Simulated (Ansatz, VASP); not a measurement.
## Two plane-wave programs on Ta

```
Ta
1.0
    -1.62593    1.62593    1.83242
     1.62593   -1.62593    1.83242
     1.62593    1.62593   -1.83242
Ta
1
Direct
  0.00000 0.00000 0.00000
```

Alike in both runs: task single point; functional PBE; k mesh 20 × 20 × 20; occupations gaussian, width 0.15 eV; no spin polarisation.

```csv
,VASP,Ansatz
version,VASP 6.6.1,Ansatz 0.2.0
potentials or method,"VASP PAW PBE potentials, release 64 (Ta_pv), cutoff 520 eV","scalar-relativistic, plane waves, PAW"
valence electrons in the cell,11,13
```

|  | VASP | Ansatz | Ansatz less VASP |
| --- | --- | --- | --- |
| gap on the k mesh at the Fermi level (eV) | none | none | - |
| pressure (GPa) | -9.0 | -9.0 | +0.01 |
| traceless stress, the component that is largest in VASP (GPa) | -5.92 | -5.92 | +0.004 |

A gap of «none» marks a metal or a gap that the smearing closes. VASP's potentials hold 11 valence electrons a cell and Ansatz's 13, so a difference there can come from the potentials and not from the codes.

Neither program's run includes spin-orbit coupling.
